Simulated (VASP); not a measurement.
# CaAl2Si6O16 (P1) in VASP: electric field gradients with PBEsol

Aim: the electric field gradients of CaAl2Si6O16 with PBEsol.

Program: VASP 6.6.1. These are calculated values, not measurements. Logs are shortened: lines on timing, memory, paths and dates and some standing lists are left out, and cuts for length are marked.

### 1 The cell of the first run

The typed cell holds 25 atoms: a = 4.987 Å, b = 8.586 Å, c = 8.808 Å, α = 89.24°, β = 89.24°, γ = 88.27°.

### 2 Electric field gradients, PBEsol

INCAR

```
ALGO = Normal ; EDIFF = 1E-8
ENCUT = 910 ; GGA = PS
GGA_COMPAT = False ; ISIF = 2
ISMEAR = -1 ; LASPH = True
LCHARG = False ; LEFG = True
LREAL = Auto ; LWAVE = False
NBANDS = 86 ; NELM = 120
PREC = Accurate ; SIGMA = 0.02
```

KPOINTS

```
k-points
0
Gamma
  5 3 3
```

POSCAR

```
CaAl2Si6O16
1.0
    4.9871966514      0.0000000000      0.0000000000
    0.2595624035      8.5822183559      0.0000000000
    0.1170193079      0.1126598214      8.8061190751
Ca Al Si O
1 2 6 16
Direct
    0.8321070000      0.9612530000      0.5079010000
    0.6080970000      0.6702480000      0.6841260000
    0.8519720000      0.8259890000      0.1848650000
    0.8990350000      0.1965730000      0.1758900000
    0.5954430000      0.3038290000      0.6639270000
    0.4143420000      0.3321320000      0.3360950000
    0.0993980000      0.1647590000      0.8277960000
    0.3640320000      0.6985360000      0.3572920000
    0.1141850000      0.8094740000      0.8428050000
    0.9856290000      0.8029550000      0.0087870000
    0.5016820000      0.7671390000      0.5115780000
    0.3354250000      0.2825960000      0.7768850000
    0.1573530000      0.2368430000      0.2800040000
    0.2241550000      0.9896390000      0.8072250000
    0.3256860000      0.5085690000      0.3790680000
    0.7983680000      0.0277620000      0.2344860000
    0.7039180000      0.4754230000      0.6605340000
    0.8439080000      0.1762780000      0.7068730000
    0.6561930000      0.3252660000      0.2091080000
    0.5197610000      0.2372860000      0.4926190000
    0.9838360000      0.2051500000      0.9963630000
    0.0661910000      0.7828800000      0.3432310000
    0.3587580000      0.6871640000      0.8200040000
    0.5521540000      0.7332630000      0.2126840000
    0.8833740000      0.7918520000      0.7117400000
```

Potentials or basis: VASP PAW PBE potentials, release 64 (Ca_sv, Al, Si, O_h).

Command:

```console
cat potpaw_PBE.64/Ca_sv/POTCAR potpaw_PBE.64/Al/POTCAR potpaw_PBE.64/Si/POTCAR potpaw_PBE.64/O_h/POTCAR > POTCAR
mpirun -np 1 vasp_std > vasp.out
```

OUTCAR:

```text
EDIFF = 1E-8
   ENCUT = 910
   GGA = PS
   ISIF = 2
   ISMEAR = -1
   LASPH = True
   LREAL = Auto
   NELM = 120
   PREC = Accurate

 ion  position               nearest neighbor table
   1  0.832  0.961  0.508-  25 2.31   3 3.09   2 3.15
   2  0.608  0.670  0.684-  23 1.72  17 1.74  25 1.77  11 1.80   9 3.04   8 3.14   1 3.15   5 3.16
                             9 3.17
   3  0.852  0.826  0.185-  10 1.69  24 1.73  22 1.80  16 1.80   8 3.07   1 3.09   8 3.15   4 3.20

   4  0.899  0.197  0.176-  16 1.62  21 1.63  13 1.64  19 1.64   6 3.00   3 3.20
   5  0.595  0.304  0.664-  17 1.58  12 1.64  20 1.67  18 1.67   6 3.04   7 3.11   7 3.11   2 3.16

   6  0.414  0.332  0.336-  15 1.61  13 1.63  19 1.63  20 1.67   4 3.00   5 3.04
   7  0.099  0.165  0.828-  14 1.62  21 1.62  12 1.63  18 1.67   9 3.05   5 3.11   5 3.11
   8  0.364  0.699  0.357-  24 1.60  22 1.64  11 1.65  15 1.66   3 3.07   2 3.14   3 3.15
   9  0.114  0.809  0.843-  10 1.59  23 1.60  25 1.65  14 1.68   2 3.04   7 3.05   2 3.17
  10  0.986  0.803  0.009-   9 1.59   3 1.69
  11  0.502  0.767  0.512-   8 1.65   2 1.80
  12  0.335  0.283  0.777-   7 1.63   5 1.64
  13  0.157  0.237  0.280-   6 1.63   4 1.64
  14  0.224  0.990  0.807-   7 1.62   9 1.68
  15  0.326  0.509  0.379-   6 1.61   8 1.66
  16  0.798  0.028  0.234-   4 1.62   3 1.80
  17  0.704  0.475  0.661-   5 1.58   2 1.74
  18  0.844  0.176  0.707-   7 1.67   5 1.67
  19  0.656  0.325  0.209-   6 1.63   4 1.64
  20  0.520  0.237  0.493-   5 1.67   6 1.67
  21  0.984  0.205  0.996-   7 1.62   4 1.63
  22  0.066  0.783  0.343-   8 1.64   3 1.80
  23  0.359  0.687  0.820-   9 1.60   2 1.72
  24  0.552  0.733  0.213-   8 1.60   3 1.73
  25  0.883  0.792  0.712-   9 1.65   2 1.77   1 2.31

  LATTYP: Found a triclinic cell.
 ALAT       =     4.9871966514
 B/A-ratio  =     1.7216370616
 C/A-ratio  =     1.7660456790
 COS(alpha) =     0.0131869799
 COS(beta)  =     0.0132861484
 COS(gamma) =     0.0302303859

  Lattice vectors:

 A1 = (   4.9871966514,   0.0000000000,   0.0000000000)
 A2 = (   0.2595624035,   8.5822183559,   0.0000000000)
 A3 = (   0.1170193079,   0.1126598214,   8.8061190751)

Analysis of symmetry for initial positions (statically):
=====================================================================
 Subroutine PRICEL returns:
 Original cell was already a primitive cell.

 Routine SETGRP: Setting up the symmetry group for a
 triclinic supercell.

 Subroutine GETGRP returns: Found  1 space group operations
 (whereof  1 operations were pure point group operations)
 out of a pool of  2 trial point group operations.

The static configuration has the point symmetry C_1 .

Analysis of symmetry for dynamics (positions and initial velocities):
=====================================================================
 Subroutine PRICEL returns:
 Original cell was already a primitive cell.

 Routine SETGRP: Setting up the symmetry group for a
 triclinic supercell.

 Subroutine GETGRP returns: Found  1 space group operations
 (whereof  1 operations were pure point group operations)
 out of a pool of  2 trial point group operations.

The dynamic configuration has the point symmetry C_1 .

 Subroutine INISYM returns: Found  1 space group operations
 (whereof  1 operations are pure point group operations),
 and found     1 'primitive' translations

----------------------------------------------------------------------------------------

                                     Primitive cell

  volume of cell :     376.9126

  direct lattice vectors                    reciprocal lattice vectors
     4.987196651  0.000000000  0.000000000     0.200513449 -0.006064371 -0.002586921
     0.259562403  8.582218356  0.000000000     0.000000000  0.116519990 -0.001490682
     0.117019308  0.112659821  8.806119075     0.000000000  0.000000000  0.113557402

[... 130 lines left out ...]
   NSW    =      0    number of steps for IOM
   IBRION =     -1    ionic relax: 0-MD 1-quasi-New 2-CG
   NFREE  =      0    steps in history (QN), initial steepest desc. (CG)
   ISIF   =      2    stress and relaxation
   ISYM   =      2    0-nonsym 1-usesym 2-fastsym
   POTIM  = 0.5000    time-step for ionic-motion
   TEBEG  =    0.0;   TEEND  =   0.0 temperature during run
   PSTRESS=    0.0 pullay stress
   NELECT =     136.0000    total number of electrons
   NUPDOWN=      -1.0000    fix difference up-down
   EMIN   =  10.00;   EMAX   =-10.00  energy-range for DOS
   EFERMI =   0.00;   METHOD = LEGACY
   ISMEAR =    -1;   SIGMA  =   0.02  broadening in eV -4-tet -1-fermi 0-gaus
   EFERMI_NEDOS =   21; number of points for ismear=-14 and -15
   IALGO  =     38    algorithm
   IMIX   =      4    mixing-type and parameters
     AMIX     =   0.40;   BMIX     =  1.00
     AMIX_MAG =   1.60;   BMIX_MAG =  1.00
  volume/ion in A,a.u.               =      15.08       101.74
  Fermi-wavevector in a.u.,A,eV,Ry     =   1.165487  2.202452 18.481623  1.358361
  Thomas-Fermi vector in A             =   2.302013
   LORBIT       =      0    0 simple, 1 ext, 2 COOP (PROOUT), +10 PAW based schemes
   GGA     = PS    functional components
   LHFCALC =     F    Hartree Fock is set to
   AEXX    =    0.0000 exact exchange contribution
   IVDW    =     0    specifies the selected vdW correction
   LEPSILON=     F    determine dielectric tensor
   LRPA    =     F    only Hartree local field effects (RPA)
 non-spin polarized calculation
  energy-cutoff  :      910.00
  volume of cell :      376.91
 maximum number of plane-waves:     23532
 NGX is ok and might be reduce to    50
   NGX = 25   NGY = 43   NGZ = 43

 number of electron     135.9999994 magnetization

 Free energy of the ion-electron system (eV)
  ---------------------------------------------------
  ext. energy  EPLUGINS =         0.00000000
  ---------------------------------------------------
  free energy    TOTEN  =      -200.95563701 eV

  energy without entropy =     -200.95563701  energy(sigma->0) =     -200.95563701

 E-fermi :   1.2588     XC(G=0):  -8.4885

 val. band max:        0.7585137638   @ k =   0.0000   0.3333   0.0000
 cond. band min:       5.2608410375   @ k =   0.0000   0.0000   0.0000
 fundamental gap:      4.5023272737
 Fermi energy:         1.2588302794

 k-point     1 :       0.0000    0.0000    0.0000
  band No.  band energies     occupation
      1     -37.8250      2.00000
      2     -19.2190      2.00000
      3     -19.1017      2.00000
      4     -19.0437      2.00000
      5     -18.9198      2.00000
      6     -18.4948      2.00000
[... 1898 lines left out ...]
     79       8.9597      0.00000
     80       9.2495      0.00000
 [bands above 80 left out]

------------------------ aborting loop because EDIFF is reached ----------------------------------------

  FORCE on cell =-STRESS in cart. coord.  units (eV):
  Direction    XX          YY          ZZ          XY          YZ          ZX
  --------------------------------------------------------------------------------------
  -------------------------------------------------------------------------------------
  Total       -5.7980351     -5.9596436     -5.9299066      0.0235885     -0.0289918      0.1227130
  in kB      -24.6462479    -25.3332125    -25.2068065      0.1002697     -0.1232382      0.5216275
  external PRESSURE =     -25.0620890 kB  Pullay stress =       0.0000000 kB

 VOLUME and BASIS-vectors are now :
 -----------------------------------------------------------------------------
  energy-cutoff  :      910.00
  volume of cell :      376.91
      direct lattice vectors                 reciprocal lattice vectors
     4.987196651  0.000000000  0.000000000     0.200513449 -0.006064371 -0.002586921
     0.259562403  8.582218356  0.000000000     0.000000000  0.116519990 -0.001490682
     0.117019308  0.112659821  8.806119075     0.000000000  0.000000000  0.113557402

 POSITION                                       TOTAL-FORCE (eV/Angst)
 -----------------------------------------------------------------------------------
      4.45882      8.30690      4.47264        -0.026997     -0.127625     -0.012614
      3.28673      5.82929      6.02450        -0.033438      0.030192     -0.046240
      4.48498      7.10964      1.62794         0.009587      0.042417      0.066738
      4.55527      1.70685      1.54891        -0.002659     -0.030148      0.059943
      3.12615      2.68232      5.84662        -0.014618      0.001970     -0.052448
      2.19194      2.88829      2.95969         0.058614      0.008445      0.038581
[... 17 lines left out ...]
      2.96892      6.31698      1.87292        -0.029816      0.046778      0.126344
      4.69438      6.87603      6.26767         0.014878      0.021569     -0.023421
 -----------------------------------------------------------------------------------
    total drift:                                0.004974      0.003716     -0.005003

  FREE ENERGIE OF THE ION-ELECTRON SYSTEM (eV)
  ---------------------------------------------------
  free  energy   TOTEN  =      -200.9556370143 eV

  energy  without entropy=     -200.9556370143  energy(sigma->0) =     -200.95563701

 Electric field gradients (V/A^2)
---------------------------------------------------------------------
 ion       V_xx      V_yy      V_zz      V_xy      V_xz      V_yz
---------------------------------------------------------------------
   1      39.792   -12.012   -27.780     4.973     1.522     8.677
   2      -2.578    -6.272     8.850    -0.189    17.909    -2.034
   3      -4.058    19.625   -15.567   -13.592    14.413    -3.397
   4       1.289    -8.165     6.876    -2.846     7.692     3.621
   5       5.219   -23.356    18.138   -19.885     7.612     0.467
   6      -3.922    -4.737     8.659     1.884     5.573   -11.016
[... 17 lines left out ...]
  24      19.694   -24.433     4.739    24.981   -40.162   -12.254
  25      17.125   -18.715     1.590    24.424    40.953    -4.594
---------------------------------------------------------------------

 Electric field gradients after diagonalization (V/A^2)
 (convention: |V_zz| > |V_xx| > |V_yy|)
----------------------------------------------------------------------
 ion       V_xx      V_yy      V_zz     asymmetry (V_yy - V_xx)/ V_zz
----------------------------------------------------------------------
   1     -31.625    -8.722    40.347       0.568
   2     -15.779    -6.264    22.043       0.432
   3     -25.909    -1.962    27.872       0.859
   4     -11.041    -1.317    12.358       0.787
   5      23.637    10.213   -33.850       0.397
   6     -13.140    -2.534    15.674       0.677
[... 17 lines left out ...]
  24     -37.400   -24.216    61.616       0.214
  25     -46.706    -7.978    54.685       0.708
----------------------------------------------------------------------

           NMR quadrupolar parameters

 Cq : quadrupolar parameter    Cq=e*Q*V_zz/h
 eta: asymmetry parameters     (V_yy - V_xx)/ V_zz
 Q  : nuclear electric quadrupole moment in mb (millibarn)
----------------------------------------------------------------------
 ion       Cq(MHz)       eta       Q (mb)
----------------------------------------------------------------------
   1       0.098       0.568       1.000
   2       0.053       0.432       1.000
   3       0.067       0.859       1.000
   4       0.030       0.787       1.000
   5      -0.082       0.397       1.000
   6       0.038       0.677       1.000
[... 17 lines left out ...]
  24       0.149       0.214       1.000
  25       0.132       0.708       1.000
----------------------------------------------------------------------
```

Run time: 37 min. Hardware: 1 thread of AMD EPYC 9R45 (Zen 5), shared host; peak memory 1.4 GiB.

Results:

```yaml
Free_energy: -200.9556 eV
Pressure: -2.5 GPa
Largest_force: 0.138 eV/Å
Band_gap_on_the_k_mesh: 4.50 eV
Largest_electric_field_gradient_by_atom: Ca +40.3; Al +22.0, +27.9; Si +12.4, -33.9, +15.7, +15.6, -22.1, +35.0; O +69.6, +52.2, +95.4, +94.0, +77.1, +93.2, +61.7, +66.2, +79.4, +88.2, +77.5, +101.6, +58.5, +59.9, +61.6, +54.7 V/Å²
```

Forces in eV/Å, atoms in the order of the input:
```
Ca  -0.027 -0.128 -0.013
Al  -0.033  0.030 -0.046
Al   0.010  0.042  0.067
Si  -0.003 -0.030  0.060
Si  -0.015  0.002 -0.052
Si   0.059  0.008  0.039
Si  -0.004 -0.073 -0.037
Si   0.040  0.027  0.011
Si   0.012  0.038 -0.054
O    0.000  0.011 -0.047
O    0.026 -0.040 -0.030
O    0.003 -0.075 -0.041
O    0.012  0.043 -0.006
O   -0.126  0.038  0.040
O    0.069 -0.018 -0.037
O    0.084  0.043  0.014
O   -0.096 -0.089 -0.010
O   -0.009  0.039  0.014
O    0.009 -0.111  0.075
O    0.018  0.084  0.000
O    0.033 -0.034  0.009
O   -0.006  0.011 -0.007
O   -0.038  0.115 -0.049
O   -0.030  0.047  0.126
O    0.015  0.022 -0.023
```

Electric field gradients, principal values (V/Å²):
```
atom    least   middle  greatest (by size)
1 Ca   -8.722  -31.625              40.347
2 Al   -6.264  -15.779              22.043
3 Al   -1.962  -25.909              27.872
4 Si   -1.317  -11.041              12.358
5 Si   10.213   23.637             -33.850
6 Si   -2.534  -13.140              15.674
7 Si   -5.725   -9.845              15.569
8 Si    3.096   19.017             -22.113
9 Si   -1.482  -33.518              35.000
10 O  -30.335  -39.247              69.582
11 O   -3.952  -48.201              52.153
12 O  -44.170  -51.189              95.359
13 O  -38.783  -55.188              93.971
14 O  -25.875  -51.222              77.097
15 O  -42.220  -50.984              93.203
16 O   -9.907  -51.787              61.694
17 O  -27.883  -38.318              66.202
18 O  -14.949  -64.499              79.448
19 O  -31.618  -56.625              88.243
20 O  -14.164  -63.357              77.521
21 O  -46.744  -54.827             101.571
22 O   -6.895  -51.557              58.451
23 O  -21.845  -38.054              59.899
24 O  -24.216  -37.400              61.616
25 O   -7.978  -46.706              54.685
```

Caveat: without QUAD_EFG the Cq values of the log hold for a quadrupole moment of 1 mb, not for the nuclei; the PAW data sets were made with another functional, which shifts forces and pressure a little. A k mesh can miss the band edges.
